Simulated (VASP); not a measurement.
# Au (Im-3m) in VASP: notebook

The runs below take Au through single point, relaxation of cell and atoms, with LDA.

Everything below comes from runs of VASP 6.6.1. Logs are shortened: lines on timing, memory, paths and dates and some standing lists are left out, and cuts for length are marked.

### 1 The cell of the first run

Symmetry: Im-3m, No. 229, cubic system. Conventional cell: a = 3.213 Å, b = 3.213 Å, c = 3.213 Å, α = 90.00°, β = 90.00°, γ = 90.00°. Au (site symmetry m-3m) has 14 Au at 2.78 to 3.21 Å within 3.7 Å.

### 2 Single point, LDA

INCAR

```
SYSTEM = Au
PREC = Accurate
ENCUT = 520
EDIFF = 1E-6
ISMEAR = -1
SIGMA = 0.1
LREAL = .FALSE.
LASPH = .TRUE.
NELM = 60
ALGO = Normal
ISIF = 2
LWAVE = .FALSE.
LCHARG = .FALSE.
GGA = CA
NBANDS = 12
```

KPOINTS

```
regular mesh
0
G
  14 14 14
  0 0 0
```

POSCAR

```
Au
1.0
   -1.6066240767      1.6066240767      1.6066240767
    1.6066240767     -1.6066240767      1.6066240767
    1.6066240767      1.6066240767     -1.6066240767
Au
1
Direct
    0.0000000000      0.0000000000      0.0000000000
```

Potentials or basis: VASP PAW LDA potentials, release 64 (Au).

Launch:

```sh
$ cat potpaw_LDA.64/Au/POTCAR > POTCAR
$ mpirun -np 1 vasp_std > vasp.out
```

OUTCAR:

```text
SYSTEM = Au
   PREC = Accurate
   ENCUT = 520
   EDIFF = 1E-6
   ISMEAR = -1
   LREAL = .FALSE.
   LASPH = .TRUE.
   NELM = 60
   ISIF = 2
   GGA = CA

 ion  position               nearest neighbor table
   1  0.000  0.000  0.000-

  LATTYP: Found a body centered cubic cell.
 ALAT       =     3.2132481534

  Lattice vectors:

 A1 = (  -1.6066240767,   1.6066240767,   1.6066240767)
 A2 = (   1.6066240767,  -1.6066240767,   1.6066240767)
 A3 = (   1.6066240767,   1.6066240767,  -1.6066240767)

Analysis of symmetry for initial positions (statically):
=====================================================================
 Subroutine PRICEL returns:
 Original cell was already a primitive cell.

 Routine SETGRP: Setting up the symmetry group for a
 body centered cubic supercell.

 Subroutine GETGRP returns: Found 48 space group operations
[... 9 lines left out ...]

 Routine SETGRP: Setting up the symmetry group for a
 body centered cubic supercell.

 Subroutine GETGRP returns: Found 48 space group operations
[... 11 lines left out ...]
                                     Primitive cell

  volume of cell :      16.5883

  direct lattice vectors                    reciprocal lattice vectors
    -1.606624077  1.606624077  1.606624077     0.000000000  0.311211569  0.311211569
     1.606624077 -1.606624077  1.606624077     0.311211569  0.000000000  0.311211569
     1.606624077  1.606624077 -1.606624077     0.311211569  0.311211569  0.000000000

  length of vectors
     2.782754530  2.782754530  2.782754530     0.440119622  0.440119622  0.440119622

  position of ions in fractional coordinates (direct lattice)
     0.000000000  0.000000000  0.000000000

  ion indices of the primitive-cell ions
   primitive index   ion index
                 1           1

----------------------------------------------------------------------------------------

 KPOINTS: regular mesh

Automatic generation of k-mesh.
 Grid dimensions read from file:
 generate k-points for:   14   14   14

 Generating k-lattice:

  Cartesian coordinates                     Fractional coordinates (reciprocal lattice)
     0.000000000  0.022229398  0.022229398     0.071428571  0.000000000  0.000000000
     0.022229398  0.000000000  0.022229398     0.000000000  0.071428571  0.000000000
     0.022229398  0.022229398  0.000000000     0.000000000  0.000000000  0.071428571

  Length of vectors
     0.031437116  0.031437116  0.031437116

  Shift w.r.t. Gamma in fractional coordinates (k-lattice)
     0.000000000  0.000000000  0.000000000

 Subroutine IBZKPT returns following result:
 ===========================================

 Found    104 irreducible k-points:

 Following reciprocal coordinates:
            Coordinates               Weight
  0.000000  0.000000  0.000000      1.000000
  0.071429  0.000000  0.000000     12.000000
  0.142857  0.000000  0.000000     12.000000
  0.214286  0.000000  0.000000     12.000000
  0.285714  0.000000  0.000000     12.000000
  0.357143  0.000000  0.000000     12.000000
[... 16 lines left out ...]
  0.285714  0.285714  0.000000     24.000000
  0.357143  0.285714  0.000000     24.000000
 [... further k-points ...]
   k-points           NKPTS =    104   k-points in BZ     NKDIM =    104   number of bands    NBANDS=     12
   number of dos      NEDOS =    301   number of ions     NIONS =      1
   total plane-waves  NPLWV =  13824
   dimension x,y,z NGX =    24 NGY =   24 NGZ =   24
   dimension x,y,z NGXF=    48 NGYF=   48 NGZF=   48
   ions per type =               1
   NGX,Y,Z   is equivalent  to a cutoff of  14.34, 14.34, 14.34 a.u.
   NGXF,Y,Z  is equivalent  to a cutoff of  28.68, 28.68, 28.68 a.u.
 SYSTEM =  Au
   PREC   = accura    normal or accurate (medium, high low for compatibility)
   ISTART =      0    job   : 0-new  1-cont  2-samecut
   ICHARG =      2    charge: 1-file 2-atom 10-const
   ISPIN  =      1    spin polarized calculation?
   LNONCOLLINEAR =      F non collinear calculations
   LSORBIT =      F    spin-orbit coupling
   LASPH  =      T    aspherical Exc in radial PAW
   ENCUT  =  520.0 eV  38.22 Ry    6.18 a.u.   5.17  5.17  5.17*2*pi/ulx,y,z
   NELM   =     60;   NELMIN=  2; NELMDL= -5     # of ELM steps
   EDIFF  = 0.1E-05   stopping-criterion for ELM
   LREAL  =      F    real-space projection
   EDIFFG = 0.1E-04   stopping-criterion for IOM
   NSW    =      0    number of steps for IOM
   IBRION =     -1    ionic relax: 0-MD 1-quasi-New 2-CG
   NFREE  =      0    steps in history (QN), initial steepest desc. (CG)
   ISIF   =      2    stress and relaxation
   ISYM   =      2    0-nonsym 1-usesym 2-fastsym
   POTIM  = 0.5000    time-step for ionic-motion
   TEBEG  =    0.0;   TEEND  =   0.0 temperature during run
   PSTRESS=    0.0 pullay stress
   NELECT =      11.0000    total number of electrons
   NUPDOWN=      -1.0000    fix difference up-down
   EMIN   =  10.00;   EMAX   =-10.00  energy-range for DOS
   EFERMI =   0.00;   METHOD = LEGACY
   ISMEAR =    -1;   SIGMA  =   0.10  broadening in eV -4-tet -1-fermi 0-gaus
   EFERMI_NEDOS =   21; number of points for ismear=-14 and -15
   IALGO  =     38    algorithm
   IMIX   =      4    mixing-type and parameters
     AMIX     =   0.40;   BMIX     =  1.00
     AMIX_MAG =   1.60;   BMIX_MAG =  1.00
  volume/ion in A,a.u.               =      16.59       111.94
  Fermi-wavevector in a.u.,A,eV,Ry     =   1.427594  2.697762 27.729018  2.038025
  Thomas-Fermi vector in A             =   2.547747
   LORBIT       =      0    0 simple, 1 ext, 2 COOP (PROOUT), +10 PAW based schemes
   GGA     = CA    functional components
   LHFCALC =     F    Hartree Fock is set to
   AEXX    =    0.0000 exact exchange contribution
   IVDW    =     0    specifies the selected vdW correction
   LEPSILON=     F    determine dielectric tensor
   LRPA    =     F    only Hartree local field effects (RPA)
 non-spin polarized calculation
  energy-cutoff  :      520.00
  volume of cell :       16.59
 maximum number of plane-waves:       466
 NGX is ok and might be reduce to    24
   NGX = 11   NGY = 11   NGZ = 11

 number of electron      11.0000000 magnetization

 Free energy of the ion-electron system (eV)
  ---------------------------------------------------
  ext. energy  EPLUGINS =         0.00000000
  ---------------------------------------------------
  free energy    TOTEN  =        -4.42721110 eV

  energy without entropy =       -4.41901136  energy(sigma->0) =       -4.42311123

 E-fermi :   9.7829     XC(G=0): -13.1437

 val. band max:        9.7152151099   @ k =   0.5000   0.5000   0.0714
 cond. band min:       9.8604433367   @ k =   0.3571   0.0714   0.0714
 fundamental gap:      0.1452282268
 Fermi energy:         9.7828862354

 k-point     1 :       0.0000    0.0000    0.0000
  band No.  band energies     occupation
      1      -0.4429      2.00000
      2       4.6936      2.00000
      3       4.6936      2.00000
      4       4.6936      2.00000
      5       6.7493      2.00000
      6       6.7493      2.00000
      7      26.2205      0.00000
      8      26.2205      0.00000
      9      26.2205      0.00000
     10      34.4716      0.00000
     11      34.4716      0.00000
     12      34.4716      0.00000

 k-point     2 :       0.0714    0.0000    0.0000
  band No.  band energies     occupation
      1      -0.2499      2.00000
      2       4.6298      2.00000
      3       4.6982      2.00000
      4       4.8335      2.00000
      5       6.6721      2.00000
      6       6.7539      2.00000
      7      26.2347      0.00000
      8      26.2754      0.00000
      9      26.4771      0.00000
     10      32.4444      0.00000
     11      32.5720      0.00000
     12      33.8158      0.00000

 k-point     3 :       0.1429    0.0000    0.0000
  band No.  band energies     occupation
      1       0.3022      2.00000
      2       4.4554      2.00000
      3       4.7047      2.00000
      4       5.2417      2.00000
      5       6.5094      2.00000
      6       6.7700      2.00000
      7      25.7125      0.00000
      8      26.1609      0.00000
      9      27.2139      0.00000
     10      30.5060      0.00000
     11      31.0204      0.00000
     12      32.1043      0.00000

 k-point     4 :       0.2143    0.0000    0.0000
  band No.  band energies     occupation
      1       1.1027      2.00000
      2       4.2140      2.00000
      3       4.7521      2.00000
      4       5.8789      2.00000
      5       6.4059      2.00000
      6       6.8023      2.00000
      7      23.5773      0.00000
      8      25.3450      0.00000
      9      28.3341      0.00000
     10      29.8767      0.00000
     11      30.0580      0.00000
     12      31.0989      0.00000

 k-point     5 :       0.2857    0.0000    0.0000
  band No.  band energies     occupation
      1       1.8548      2.00000
      2       3.9591      2.00000
      3       5.1116      2.00000
      4       6.4408      2.00000
      5       6.6696      2.00000
      6       6.8510      2.00000
      7      20.5815      0.00000
      8      24.1303      0.00000
      9      27.6040      0.00000
     10      29.6766      0.00000
     11      30.5422      0.00000
     12      32.4151      0.00000

 k-point     6 :       0.3571    0.0000    0.0000
  band No.  band energies     occupation
      1       2.1921      2.00000
      2       3.7401      2.00000
      3       6.0855      2.00000
      4       6.6629      2.00000
      5       6.9073      2.00000
      6       7.4851      2.00000
      7      17.5400      0.00000
      8      23.0521      0.00000
      9      25.6324      0.00000
     10      31.0047      0.00000
     11      31.1715      0.00000
     12      34.2272      0.00000

 k-point     7 :       0.4286    0.0000    0.0000
  band No.  band energies     occupation
      1       2.2225      2.00000
      2       3.5938      2.00000
      3       6.5329      2.00000
      4       6.9537      2.00000
      5       7.9305      2.00000
      6       8.1296      2.00000
      7      14.8522      0.00000
      8      22.3430      0.00000
      9      24.2629      0.00000
     10      31.7325      0.00000
     11      32.0083      0.00000
     12      33.2543      0.00000

 k-point     8 :       0.5000    0.0000    0.0000
  band No.  band energies     occupation
      1       2.2052      2.00000
      2       3.5425      2.00000
      3       6.5933      2.00000
      4       6.9718      2.00000
      5       8.3807      2.00000
      6       8.9526      1.99950
      7      13.4689      0.00000
      8      22.0974      0.00000
      9      23.7657      0.00000
     10      32.0670      0.00000
     11      32.3860      0.00000
     12      32.7766      0.00000
[... 166 lines left out ...]
 k-point    20 :       0.2143    0.2143    0.0000
  band No.  band energies     occupation
      1       2.8536      2.00000
      2       4.0797      2.00000
      3       4.5090      2.00000
      4       6.3529      2.00000
      5       7.0147      2.00000
      6       8.7687      1.99992
      7      18.4786      0.00000
      8      21.0418      0.00000
      9      24.7301      0.00000
     10      29.2047      0.00000
     11      33.0924      0.00000
     12      35.7332      0.00000

 k-point    21 :       0.2857    0.2143    0.0000
  band No.  band energies     occupation
      1       3.0107      2.00000
      2       3.9658      2.00000
      3       4.9874      2.00000
      4       6.5035      2.00000
      5       7.0870      2.00000
      6      10.2689      0.01538
      7      16.1776      0.00000
      8      19.6293      0.00000
      9      24.1765      0.00000
     10      29.8515      0.00000
     11      32.7502      0.00000
     12      36.2154      0.00000

 k-point    22 :       0.3571    0.2143    0.0000
  band No.  band energies     occupation
      1       3.0010      2.00000
      2       3.9019      2.00000
      3       5.3511      2.00000
      4       6.6083      2.00000
      5       7.2331      2.00000
      6      11.9553      0.00000
      7      13.9851      0.00000
      8      18.8322      0.00000
      9      23.8823      0.00000
     10      30.6059      0.00000
     11      31.9862      0.00000
     12      36.1207      0.00000

 k-point    23 :       0.2857    0.2857    0.0000
  band No.  band energies     occupation
      1       3.1758      2.00000
      2       4.1444      2.00000
      3       4.8798      2.00000
      4       6.6729      2.00000
      5       7.0910      2.00000
      6      11.9776      0.00000
      7      15.0038      0.00000
      8      17.6034      0.00000
      9      24.2186      0.00000
     10      30.1384      0.00000
     11      31.8996      0.00000
     12      37.5544      0.00000

 k-point    24 :       0.3571    0.2857    0.0000
  band No.  band energies     occupation
      1       3.2093      2.00000
      2       4.2479      2.00000
      3       4.8212      2.00000
      4       6.7941      2.00000
      5       7.0717      2.00000
      6      13.1749      0.00000
      7      14.2446      0.00000
      8      16.6110      0.00000
      9      24.2589      0.00000
     10      30.5883      0.00000
     11      31.1917      0.00000
     12      37.6117      0.00000

 [... further k-points ...]
[... 5 lines left out ...]
  --------------------------------------------------------------------------------------
  -------------------------------------------------------------------------------------
  Total        0.0553358      0.0553358      0.0553358      0.0000000     -0.0000000      0.0000000
  in kB        5.3445825      5.3445825      5.3445825      0.0000000     -0.0000000      0.0000000
  external PRESSURE =       5.3445825 kB  Pullay stress =       0.0000000 kB

 VOLUME and BASIS-vectors are now :
 -----------------------------------------------------------------------------
  energy-cutoff  :      520.00
  volume of cell :       16.59
      direct lattice vectors                 reciprocal lattice vectors
    -1.606624077  1.606624077  1.606624077     0.000000000  0.311211569  0.311211569
     1.606624077 -1.606624077  1.606624077     0.311211569  0.000000000  0.311211569
     1.606624077  1.606624077 -1.606624077     0.311211569  0.311211569  0.000000000

 POSITION                                       TOTAL-FORCE (eV/Angst)
 -----------------------------------------------------------------------------------
      0.00000      0.00000      0.00000         0.000000     -0.000000      0.000000
 -----------------------------------------------------------------------------------
    total drift:                               -0.000000      0.000000      0.000000

  FREE ENERGIE OF THE ION-ELECTRON SYSTEM (eV)
  ---------------------------------------------------
  free  energy   TOTEN  =        -4.4272111014 eV

  energy  without entropy=       -4.4190113572  energy(sigma->0) =       -4.42311123
```

It took 7.4 s on 1 thread of Intel Xeon Platinum 8488C (Sapphire Rapids), shared host; peak memory 0.14 GiB.

What came out:

- Free energy: -4.4272 eV
- Pressure: 0.5 GPa

Caveat: spin-orbit coupling is left out, which moves the levels of the heavy elements.

### 3 Single point, LDA (volume scaled by 0.92)

INCAR

```
ALGO = Normal
EDIFF = 1E-6
ENCUT = 520
ISIF = 2
ISMEAR = -1
LASPH = T
LCHARG = T
LELF = T
LREAL = F
LVHAR = T
LWAVE = F
NBANDS = 12
NELM = 60
PREC = Accurate
SIGMA = 0.1
```

KPOINTS

```
k-points
0
Gamma
  15 15 15
```

POSCAR

```
Au
1.0
   -1.5625846249      1.5625846249      1.5625846249
    1.5625846249     -1.5625846249      1.5625846249
    1.5625846249      1.5625846249     -1.5625846249
Au
1
Direct
    0.0000000000      0.0000000000      0.0000000000
```

Potentials or basis: VASP PAW LDA potentials, release 64 (Au).

Launch:

```sh
$ cat potpaw_LDA.64/Au/POTCAR > POTCAR
$ mpirun -np 1 vasp_std > vasp.out
```

Wall time 8.4 s (1 thread of Intel Xeon Platinum 8488C (Sapphire Rapids), shared host); peak memory 0.13 GiB.

Results (log left out):

```yaml
Free_energy: -4.3376 eV
Pressure: 21.7 GPa
```

Levels at points of the mesh, in eV from the Fermi level:
| k point | band 3 | band 4 | band 5 | band 6 | band 7 | band 8 | band 9 | band 10 |
| --- | --- | --- | --- | --- | --- | --- | --- | --- |
| (0.00, 0.00, 0.00) | -5.47 | -5.47 | -3.13 | -3.13 | 16.50 | 16.50 | 16.50 | 26.40 |

Caveat: spin-orbit coupling is left out, which moves the levels of the heavy elements.

### 4 Single point, LDA (volume scaled by 0.96)

INCAR

```
SYSTEM = Au
ALGO = Normal ; EDIFF = 1E-7
ENCUT = 520 ; GGA = CA
ISIF = 2 ; ISMEAR = -1
LASPH = .True. ; LCHARG = .True.
LELF = .True. ; LREAL = .False.
LVHAR = .True. ; LWAVE = .False.
NBANDS = 12 ; NELM = 100
PREC = Accurate ; SIGMA = 0.1
```

KPOINTS

```
k-points
0
Gamma
  15 15 15
  0 0 0
```

POSCAR

```
Au
1.0
   -1.5849102788      1.5849102788      1.5849102788
    1.5849102788     -1.5849102788      1.5849102788
    1.5849102788      1.5849102788     -1.5849102788
Au
1
Direct
    0.0000000000      0.0000000000      0.0000000000
```

Launch:

```sh
$ cat potpaw_LDA.64/Au/POTCAR > POTCAR
$ mpirun -np 1 vasp_std > vasp.out
```

Run time: 9 s. Hardware: 1 thread of Intel Xeon Platinum 8488C (Sapphire Rapids), shared host; peak memory 0.13 GiB.

Results (log left out):

- Free energy: -4.4027 eV
- Pressure: 10.0 GPa

Levels at points of the mesh, in eV from the Fermi level:
| k point | band 2 | band 3 | band 4 | band 5 | band 6 | band 7 | band 8 | band 9 | band 10 | band 11 |
| --- | --- | --- | --- | --- | --- | --- | --- | --- | --- | --- |
| (0.00, 0.00, 0.00) | -5.19 | -5.19 | -5.19 | -3.00 | -3.00 | 16.55 | 16.55 | 16.55 | 25.60 | 25.60 |

Caveat: spin-orbit coupling is left out, which moves the levels of the heavy elements.

[end of part 1 of 2]
